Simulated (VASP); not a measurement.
# NbSi (Fm-3m) in VASP: further runs

The runs below take NbSi through single point, with PBEsol+D3(BJ), PBEsol, PBEsol+D4.

All numbers are computed with VASP 6.6.1; they aren't measurements. Logs are shortened: lines on timing, memory, paths and dates and some standing lists are left out, and cuts for length are marked.

**1. The cell of the first run**

Symmetry: Fm-3m, No. 225, cubic system. Conventional cell: a = 5.051 Å, b = 5.051 Å, c = 5.051 Å, α = 90.00°, β = 90.00°, γ = 90.00°. Nb (site symmetry m-3m) has 6 Si at 2.53 Å within 3.3 Å. Within 3.3 Å of Si (site symmetry m-3m) lie 6 Nb at 2.53 Å.

**2. Single point, PBEsol+D3(BJ)**

The input, INCAR:

```
PREC     = Accurate       # precision mode
ENCUT    = 520            # plane-wave cutoff, eV
EDIFF    = 1E-7           # SCF threshold, eV
ISMEAR   = -1             # smearing method
SIGMA    = 0.05           # smearing width, eV
LREAL    = F              # projectors in reciprocal space
LASPH    = T              # aspherical terms in the spheres
NELM     = 100            # most SCF steps
ALGO     = Normal         # electronic algorithm
ISIF     = 2              # what is computed and relaxed
LWAVE    = F              # write WAVECAR
LCHARG   = F              # write CHGCAR
GGA      = PS             # functional
IVDW     = 12             # dispersion correction
NBANDS   = 16             # bands
```

The input, KPOINTS:

```
Automatic mesh
0
Gamma
  9 9 9
```

The input, POSCAR:

```
NbSi
1.0
    0.0000000000      2.5253018002      2.5253018002
    2.5253018002      0.0000000000      2.5253018002
    2.5253018002      2.5253018002      0.0000000000
Nb Si
1 1
Direct
    0.0000000000      0.0000000000      0.0000000000
    0.5000000000      0.5000000000      0.5000000000
```

Potentials or basis: VASP PAW PBE potentials, release 64 (Nb_sv, Si).

Started as:

```
> cat potpaw_PBE.64/Nb_sv/POTCAR potpaw_PBE.64/Si/POTCAR > POTCAR
> mpirun -np 1 vasp_std > vasp.out
```

OUTCAR:

```text
PREC = Accurate
   ENCUT = 520
   EDIFF = 1E-7
   ISMEAR = -1
   LREAL = F
   LASPH = T
   NELM = 100
   ISIF = 2
   GGA = PS
   IVDW = 12
 IVDW          = 12

 ion  position               nearest neighbor table
   1  0.000  0.000  0.000-   2 2.53   2 2.53   2 2.53   2 2.53   2 2.53   2 2.53
   2  0.500  0.500  0.500-   1 2.53   1 2.53   1 2.53   1 2.53   1 2.53   1 2.53

  LATTYP: Found a face centered cubic cell.
 ALAT       =     5.0506036004

  Lattice vectors:

 A1 = (   0.0000000000,   2.5253018002,   2.5253018002)
 A2 = (   2.5253018002,   0.0000000000,   2.5253018002)
 A3 = (   2.5253018002,   2.5253018002,   0.0000000000)

Analysis of symmetry for initial positions (statically):
=====================================================================
 Subroutine PRICEL returns:
 Original cell was already a primitive cell.

 Routine SETGRP: Setting up the symmetry group for a
 face centered cubic supercell.

 Subroutine GETGRP returns: Found 48 space group operations
 (whereof 48 operations were pure point group operations)
 out of a pool of 48 trial point group operations.

The static configuration has the point symmetry O_h .

Analysis of symmetry for dynamics (positions and initial velocities):
=====================================================================
 Subroutine PRICEL returns:
 Original cell was already a primitive cell.

 Routine SETGRP: Setting up the symmetry group for a
 face centered cubic supercell.

 Subroutine GETGRP returns: Found 48 space group operations
 (whereof 48 operations were pure point group operations)
 out of a pool of 48 trial point group operations.

The dynamic configuration has the point symmetry O_h .

 Subroutine INISYM returns: Found 48 space group operations
 (whereof 48 operations are pure point group operations),
 and found     1 'primitive' translations

----------------------------------------------------------------------------------------

                                     Primitive cell

  volume of cell :      32.2085

  direct lattice vectors                    reciprocal lattice vectors
     0.000000000  2.525301800  2.525301800    -0.197996137  0.197996137  0.197996137
     2.525301800  0.000000000  2.525301800     0.197996137 -0.197996137  0.197996137
     2.525301800  2.525301800  0.000000000     0.197996137  0.197996137 -0.197996137

  length of vectors
     3.571316055  3.571316055  3.571316055     0.342939368  0.342939368  0.342939368

  position of ions in fractional coordinates (direct lattice)
     0.000000000  0.000000000  0.000000000
     0.500000000  0.500000000  0.500000000

  ion indices of the primitive-cell ions
   primitive index   ion index
                 1           1
                 2           2

----------------------------------------------------------------------------------------

 KPOINTS: Automatic mesh

Automatic generation of k-mesh.
 Grid dimensions read from file:
 generate k-points for:    9    9    9

 Generating k-lattice:

  Cartesian coordinates                     Fractional coordinates (reciprocal lattice)
    -0.021999571  0.021999571  0.021999571     0.111111111  0.000000000  0.000000000
     0.021999571 -0.021999571  0.021999571     0.000000000  0.111111111  0.000000000
     0.021999571  0.021999571 -0.021999571     0.000000000  0.000000000  0.111111111

  Length of vectors
     0.038104374  0.038104374  0.038104374

  Shift w.r.t. Gamma in fractional coordinates (k-lattice)
     0.000000000  0.000000000  0.000000000

 Subroutine IBZKPT returns following result:
 ===========================================

 Found     35 irreducible k-points:

 Following reciprocal coordinates:
            Coordinates               Weight
  0.000000  0.000000  0.000000      1.000000
  0.111111  0.000000  0.000000      8.000000
  0.222222  0.000000  0.000000      8.000000
  0.333333  0.000000  0.000000      8.000000
  0.444444  0.000000  0.000000      8.000000
  0.111111  0.111111  0.000000      6.000000
[... 16 lines left out ...]
 -0.333333  0.333333  0.000000     12.000000
  0.444444  0.444444  0.000000      6.000000
 [... further k-points ...]
   k-points           NKPTS =     35   k-points in BZ     NKDIM =     35   number of bands    NBANDS=     16
   number of dos      NEDOS =    301   number of ions     NIONS =      2
   total plane-waves  NPLWV =  21952
   dimension x,y,z NGX =    28 NGY =   28 NGZ =   28
   dimension x,y,z NGXF=    56 NGYF=   56 NGZF=   56
   ions per type =               1   1
   NGX,Y,Z   is equivalent  to a cutoff of  13.03, 13.03, 13.03 a.u.
   NGXF,Y,Z  is equivalent  to a cutoff of  26.07, 26.07, 26.07 a.u.
 SYSTEM =  unknown system
   PREC   = accura    normal or accurate (medium, high low for compatibility)
   ISTART =      0    job   : 0-new  1-cont  2-samecut
   ICHARG =      2    charge: 1-file 2-atom 10-const
   ISPIN  =      1    spin polarized calculation?
   LNONCOLLINEAR =      F non collinear calculations
   LSORBIT =      F    spin-orbit coupling
   LASPH  =      T    aspherical Exc in radial PAW
   ENCUT  =  520.0 eV  38.22 Ry    6.18 a.u.   6.64  6.64  6.64*2*pi/ulx,y,z
   NELM   =    100;   NELMIN=  2; NELMDL= -5     # of ELM steps
   EDIFF  = 0.1E-06   stopping-criterion for ELM
   LREAL  =      F    real-space projection
   EDIFFG = 0.1E-05   stopping-criterion for IOM
   NSW    =      0    number of steps for IOM
   IBRION =     -1    ionic relax: 0-MD 1-quasi-New 2-CG
   NFREE  =      0    steps in history (QN), initial steepest desc. (CG)
   ISIF   =      2    stress and relaxation
   ISYM   =      2    0-nonsym 1-usesym 2-fastsym
   POTIM  = 0.5000    time-step for ionic-motion
   TEBEG  =    0.0;   TEEND  =   0.0 temperature during run
   PSTRESS=    0.0 pullay stress
   NELECT =      17.0000    total number of electrons
   NUPDOWN=      -1.0000    fix difference up-down
   EMIN   =  10.00;   EMAX   =-10.00  energy-range for DOS
   EFERMI =   0.00;   METHOD = LEGACY
   ISMEAR =    -1;   SIGMA  =   0.05  broadening in eV -4-tet -1-fermi 0-gaus
   EFERMI_NEDOS =   21; number of points for ismear=-14 and -15
   IALGO  =     38    algorithm
   IMIX   =      4    mixing-type and parameters
     AMIX     =   0.40;   BMIX     =  1.00
     AMIX_MAG =   1.60;   BMIX_MAG =  1.00
  volume/ion in A,a.u.               =      16.10       108.68
  Fermi-wavevector in a.u.,A,eV,Ry     =   1.323024  2.500154 23.815550  1.750394
  Thomas-Fermi vector in A             =   2.452663
   LORBIT       =      0    0 simple, 1 ext, 2 COOP (PROOUT), +10 PAW based schemes
   GGA     = PS    functional components
   LHFCALC =     F    Hartree Fock is set to
   AEXX    =    0.0000 exact exchange contribution
   IVDW    =    12    specifies the selected vdW correction
   LEPSILON=     F    determine dielectric tensor
   LRPA    =     F    only Hartree local field effects (RPA)
 non-spin polarized calculation
  energy-cutoff  :      520.00
  volume of cell :       32.21
 maximum number of plane-waves:       893
   NGX = 13   NGY = 13   NGZ = 13

 number of electron      16.9999999 magnetization

 Free energy of the ion-electron system (eV)
  ---------------------------------------------------
  ext. energy  EPLUGINS =         0.00000000
  ---------------------------------------------------
  free energy    TOTEN  =       -17.22318029 eV

  energy without entropy =      -17.21194253  energy(sigma->0) =      -17.21756141

 E-fermi :  10.8829     XC(G=0): -11.9642

 val. band max:       10.8777544462   @ k =  -0.2222   0.2222   0.0000
 cond. band min:      10.9865702747   @ k =   0.3333   0.3333   0.0000
 fundamental gap:      0.1088158285
 Fermi energy:        10.8829076461

 k-point     1 :       0.0000    0.0000    0.0000
  band No.  band energies     occupation
      1     -44.1500      2.00000
      2     -20.2051      2.00000
      3     -20.2051      2.00000
      4     -20.2051      2.00000
      5      -0.0481      2.00000
      6       9.5104      2.00000
[... 8 lines left out ...]
     15      21.0835      0.00000
     16      24.8332      0.00000

 k-point     2 :       0.1111    0.0000    0.0000
  band No.  band energies     occupation
      1     -44.1473      2.00000
      2     -20.2375      2.00000
      3     -20.2091      2.00000
      4     -20.2091      2.00000
      5       0.2050      2.00000
      6       9.0682      2.00000
[... 8 lines left out ...]
     15      21.6680      0.00000
     16      23.8871      0.00000

 k-point     3 :       0.2222    0.0000    0.0000
  band No.  band energies     occupation
      1     -44.1404      2.00000
      2     -20.3184      2.00000
      3     -20.2192      2.00000
      4     -20.2192      2.00000
      5       0.9291      2.00000
      6       7.9577      2.00000
[... 8 lines left out ...]
     15      22.2541      0.00000
     16      22.3064      0.00000

 k-point     4 :       0.3333    0.0000    0.0000
  band No.  band energies     occupation
      1     -44.1326      2.00000
      2     -20.4087      2.00000
      3     -20.2307      2.00000
      4     -20.2307      2.00000
      5       2.0241      2.00000
      6       6.5439      2.00000
[... 8 lines left out ...]
     15      20.4233      0.00000
     16      20.4233      0.00000
[... 324 lines left out ...]
 k-point    22 :      -0.4444    0.3333    0.0000
  band No.  band energies     occupation
      1     -44.1207      2.00000
      2     -20.4144      2.00000
      3     -20.3380      2.00000
      4     -20.2813      2.00000
      5       2.7729      2.00000
      6       6.7013      2.00000
[... 8 lines left out ...]
     15      21.5918      0.00000
     16      22.3932      0.00000

 k-point    23 :      -0.3333    0.3333    0.0000
  band No.  band energies     occupation
      1     -44.1214      2.00000
      2     -20.3849      2.00000
      3     -20.3750      2.00000
      4     -20.2664      2.00000
      5       3.1337      2.00000
      6       6.1548      2.00000
[... 8 lines left out ...]
     15      20.9423      0.00000
     16      22.7705      0.00000

 k-point    24 :       0.4444    0.4444    0.0000
  band No.  band energies     occupation
      1     -44.1206      2.00000
      2     -20.4366      2.00000
      3     -20.2973      2.00000
      4     -20.2973      2.00000
      5       2.2808      2.00000
      6       7.1905      2.00000
[... 8 lines left out ...]
     15      22.7612      0.00000
     16      24.8225      0.00000

 [... further k-points ...]

------------------------ aborting loop because EDIFF is reached ----------------------------------------

 Edisp (eV)   -1.12045

 E8    (eV) :    -0.7632

  FORCE on cell =-STRESS in cart. coord.  units (eV):
  Direction    XX          YY          ZZ          XY          YZ          ZX
  --------------------------------------------------------------------------------------
  -------------------------------------------------------------------------------------
  Total      -0.20263    -0.20263    -0.20263     0.00000     0.00000     0.00000
  in kB     -10.07944   -10.07944   -10.07944     0.00000     0.00000     0.00000
  external pressure =      -10.08 kB  Pullay stress =        0.00 kB

 VOLUME and BASIS-vectors are now :
 -----------------------------------------------------------------------------
  energy-cutoff  :      520.00
  volume of cell :       32.21
      direct lattice vectors                 reciprocal lattice vectors
     0.000000000  2.525301800  2.525301800    -0.197996137  0.197996137  0.197996137
     2.525301800  0.000000000  2.525301800     0.197996137 -0.197996137  0.197996137
     2.525301800  2.525301800  0.000000000     0.197996137  0.197996137 -0.197996137

 POSITION                                       TOTAL-FORCE (eV/Angst)
 -----------------------------------------------------------------------------------
      0.00000      0.00000      0.00000        -0.000000      0.000000      0.000000
      2.52530      2.52530      2.52530         0.000000     -0.000000     -0.000000
 -----------------------------------------------------------------------------------
    total drift:                               -0.000000      0.000000      0.000000

  FREE ENERGIE OF THE ION-ELECTRON SYSTEM (eV)
  ---------------------------------------------------
  free  energy   TOTEN  =       -18.3436319996 eV

  energy  without entropy=      -18.3323942415  energy(sigma->0) =      -18.33801312
```

Run time: 28 s. Hardware: 1 thread of Intel Xeon 8259CL, shared host; peak memory 0.17 GiB.

Results:

- Free energy: -18.3436 eV
- Pressure: -1.0 GPa
- Band gap on the k mesh: zero (an odd number of electrons rules out a gap without spin polarisation)
- Dispersion energy per atom: -0.560 eV

Caveat: three body term missing; the PAW data sets were made with another functional, which shifts forces and pressure a little.

**3. Single point, PBEsol**

This run uses another cell than the first one, of 16.57 Å³/atom.

The input, INCAR:

```
  PREC = Accurate
  ENCUT = 520
  EDIFF = 1E-7
  ISMEAR = -1
  SIGMA = 0.05
  LREAL = False
  LASPH = True
  NELM = 60
  ALGO = Normal
  ISIF = 2
  LWAVE = False
  LCHARG = False
  GGA = PS
  NBANDS = 16
```

The input, KPOINTS:

```
regular mesh
0
Gamma
  9 9 9
```

The input, POSCAR:

```
NbSi
1.0
    0.0000000000      2.5492647478      2.5492647478
    2.5492647478      0.0000000000      2.5492647478
    2.5492647478      2.5492647478      0.0000000000
Nb Si
1 1
Direct
    0.0000000000      0.0000000000      0.0000000000
    0.5000000000      0.5000000000      0.5000000000
```

Potentials or basis: VASP PAW PBE potentials, release 64 (Nb_sv, Si).

Started as:

```
> cat potpaw_PBE.64/Nb_sv/POTCAR potpaw_PBE.64/Si/POTCAR > POTCAR
> mpirun -np 1 vasp_std > vasp.out
```

Run time: 29 s. Hardware: 1 thread of Intel Xeon 8259CL, shared host; peak memory 0.16 GiB.

It converged, with:

| Property | Result |
| --- | --- |
| Free energy | -17.2368 eV |
| Pressure | -0.1 GPa |
| Band gap on the k mesh | zero (an odd number of electrons rules out a gap without spin polarisation) |

Levels at points of the mesh, in eV from the Fermi level:
```
           k point  band 6  band 7  band 8  band 9  band 10  band 11  band 12  band 13
(0.00, 0.00, 0.00)   -1.30   -1.30   -1.30   -0.70    -0.70     2.55     2.55     2.55
```

Caveat: the PAW data sets were made with another functional, which shifts forces and pressure a little.

(Continued in part 2 of 2.)
